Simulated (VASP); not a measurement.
Write the native input for VASP 6.6.1 that does the following.

| Quantity | Value |
| --- | --- |
| Task | single point |
| Functional | LDA |
| Potentials or basis | VASP PAW LDA potentials, release 64 (Cu_sv_GW, O) |
| Cutoff | 820 eV |
| k mesh | 11 × 11 × 11 |
| Occupations | fermi-dirac, width 0.05 eV |
| Spin | no spin polarisation |
| Hubbard terms | Cu d U = 4.5 eV |
| Dipole correction | no |
| Further INCAR settings | ALGO = Normal; EDIFF = 1e-06; NBANDS = 20 |

The structure of CuO lies in POSCAR:

```
CuO
1.0
    0.0000000000      2.1165600000      2.1165600000
    2.1165600000      0.0000000000      2.1165600000
    2.1165600000      2.1165600000      0.0000000000
Cu O
1 1
Direct
    0.0294977200      0.0281008700      0.9080259900
    0.4705022800      0.4718991300      0.5919740100
```

The input as run:

INCAR

```
SYSTEM = CuO
PREC     = Accurate       ! precision mode
ENCUT    = 820            ! plane-wave cutoff, eV
EDIFF    = 1E-6           ! SCF threshold, eV
ISMEAR   = -1             ! smearing method
SIGMA    = 0.05           ! smearing width, eV
LREAL    = .FALSE.        ! projectors in reciprocal space
LASPH    = .TRUE.         ! aspherical terms in the spheres
NELM     = 200            ! most SCF steps
ALGO     = Normal         ! electronic algorithm
ISIF     = 2              ! what is computed and relaxed
LWAVE    = .FALSE.        ! write WAVECAR
LCHARG   = .FALSE.        ! write CHGCAR
LMAXMIX  = 4              ! l up to which the mixer works
LDAU     = .TRUE.         ! DFT+U
LDAUTYPE = 2            
LDAUL    = 2 -1           ! shell
LDAUU    = 4.5 0          ! U, eV
LDAUJ    = 0 0          
LDAUPRINT= 1            
GGA      = CA             ! functional
NBANDS   = 20             ! bands
GGA_COMPAT= .FALSE.
```

KPOINTS

```
Automatic mesh
0
G
  11 11 11
  0 0 0
```

Potentials or basis: VASP PAW LDA potentials, release 64 (Cu_sv_GW, O).

The run is started by

```sh
$ cat potpaw_LDA.64/Cu_sv_GW/POTCAR potpaw_LDA.64/O/POTCAR > POTCAR
$ mpirun -np 1 vasp_std > vasp.out
```

It gave:

The pressure is -0.5 GPa and the largest force is 0.740 eV/Å. The band gap on the k mesh is zero (an odd number of electrons rules out a gap without spin polarisation).

Caveat: an odd number of electrons without spin polarisation forces a metal; a magnetic or distorted state may lie lower; U without spin polarisation on a metal has little footing.

Wall time 3.4 min on 1 thread of AMD EPYC 9R45 96-Core Processor (Zen 5), with other jobs on the host, peak memory 0.61 GiB.
